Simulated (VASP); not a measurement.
Write the native input for VASP 6.6.1 that does the following.

| Item | Value |
| --- | --- |
| Task | single point |
| Functional | r2SCAN |
| Potentials or basis | VASP PAW PBE potentials, release 64 (Bi_d, Cs_sv, Mg, O) |
| Cutoff | 520 eV |
| k mesh | 6 × 6 × 6 |
| Occupations | fermi-dirac, width 0.05 eV |
| Spin | no spin polarisation |
| Dipole correction | no |
| Further INCAR settings | ALGO = Normal; EDIFF = 1e-07; NBANDS = 31 |

The system is CsMgBiO3.

```
Bi Cs Mg O
1.0
     2.89512    1.67150    2.99059
    -2.89512    1.67150    2.99059
     0.00000   -3.34299    2.99059
Bi Cs Mg O
1 1 1 3
Direct
  0.54410 0.54410 0.54410
  0.93171 0.93171 0.93171
  0.24162 0.24162 0.24162
  0.01990 0.50623 0.50623
  0.50623 0.50623 0.01990
  0.50623 0.01990 0.50623
```

The input as run:

POSCAR

```
CsMgBiO3
1.0
    2.8951183844      1.6714973785      2.9905883518
   -2.8951183844      1.6714973785      2.9905883518
    0.0000000000     -3.3429947571      2.9905883518
Bi Cs Mg O
1 1 1 3
Direct
    0.5441011012      0.5441011012      0.5441011012
    0.9317076690      0.9317076690      0.9317076690
    0.2416229550      0.2416229550      0.2416229550
    1.0198953784      0.5062336882      0.5062336882
    0.5062336882      0.5062336882      1.0198953784
    0.5062336882      1.0198953784      0.5062336882
```

INCAR.step1

```
SYSTEM = CsMgBiO3
ALGO     = Normal         ! electronic algorithm
EDIFF    = 1E-4           ! SCF threshold, eV
ENCUT    = 520            ! plane-wave cutoff, eV
GGA      = PE             ! functional
ISMEAR   = -1             ! smearing method
LASPH    = .TRUE.         ! aspherical terms in the spheres
LCHARG   = .FALSE.        ! write CHGCAR
LREAL    = .FALSE.        ! projectors in reciprocal space
LWAVE    = .TRUE.         ! write WAVECAR
NBANDS   = 31             ! bands
NELM     = 80             ! most SCF steps
PREC     = Accurate       ! precision mode
SIGMA    = 0.05           ! smearing width, eV
```

INCAR.step2

```
SYSTEM = CsMgBiO3
ALGO     = Normal         ! electronic algorithm
EDIFF    = 1E-7           ! SCF threshold, eV
ENCUT    = 520            ! plane-wave cutoff, eV
ISIF     = 2              ! what is computed and relaxed
ISMEAR   = -1             ! smearing method
ISTART   = 1            
LASPH    = .TRUE.         ! aspherical terms in the spheres
LCHARG   = .FALSE.        ! write CHGCAR
LMIXTAU  = .TRUE.       
LREAL    = .FALSE.        ! projectors in reciprocal space
LWAVE    = .FALSE.        ! write WAVECAR
METAGGA  = R2SCAN         ! meta-GGA
NBANDS   = 31             ! bands
NELM     = 80             ! most SCF steps
PREC     = Accurate       ! precision mode
SIGMA    = 0.05           ! smearing width, eV
```

KPOINTS

```
k-points
0
G
  6 6 6
  0 0 0
```

Potentials or basis: VASP PAW PBE potentials, release 64 (Bi_d, Cs_sv, Mg, O).

The run is started by

```bash
$ cat potpaw_PBE.64/Bi_d/POTCAR potpaw_PBE.64/Cs_sv/POTCAR potpaw_PBE.64/Mg/POTCAR potpaw_PBE.64/O/POTCAR > POTCAR
$ cp INCAR.step1 INCAR
$ mpirun -np 1 vasp_std > vasp.out
$ cp INCAR.step2 INCAR
$ mpirun -np 1 vasp_std > vasp.out
```

It gave:

| Item | Value |
| --- | --- |
| Pressure | 30.6 GPa |
| Largest force | 0.193 eV/Å |

Caveat: the cell stands under pressure; the PAW data sets were made with another functional, which shifts forces and pressure a little.

It took 6.9 min on 1 thread of Oxide Virtual Turin-like Processor, with other jobs on the host, peak memory 0.24 GiB.
